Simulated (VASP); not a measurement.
A run of VASP 6.6.1 is set up as follows.

INCAR

```
ALGO = Normal
EDIFF = 1E-6
ENCUT = 500
GGA = PS
GGA_COMPAT = False
ISIF = 2
ISMEAR = 0
IVDW = 12
LASPH = True
LCHARG = True
LELF = True
LREAL = False
LVHAR = True
LWAVE = False
NBANDS = 19
NELM = 120
PREC = Accurate
SIGMA = 0.1
```

File KPOINTS:

```
k-points
0
Gamma
  15 15 8
```

The input POSCAR:

```
Zr
1.0
    3.1287934619      0.0000000000      0.0000000000
   -1.5643967309      2.7096146212      0.0000000000
    0.0000000000      0.0000000000      5.0657287513
Zr
2
Direct
    0.3333333333      0.6666666667      0.2500000000
    0.6666666667      0.3333333333      0.7500000000
```

Potentials or basis: VASP PAW PBE potentials, release 64 (Zr_sv).

Run with:

```console
$ cat potpaw_PBE.64/Zr_sv/POTCAR > POTCAR
$ mpirun -np 1 vasp_std > vasp.out
```

Q: What does it give for the dispersion energy per atom?

A: -0.625 eV.

Q: What does it give for the pressure?

A: 0.1 GPa.

Q: Estimate the band gap on the k mesh.

A: Zero (band 12 reaches 10.82 eV, above the bottom of band 13 at 9.44 eV).

Caveat: the PAW data sets were made with another functional, which shifts forces and pressure a little; pairwise dispersion overbinds metals, which lowers pressure and volume.
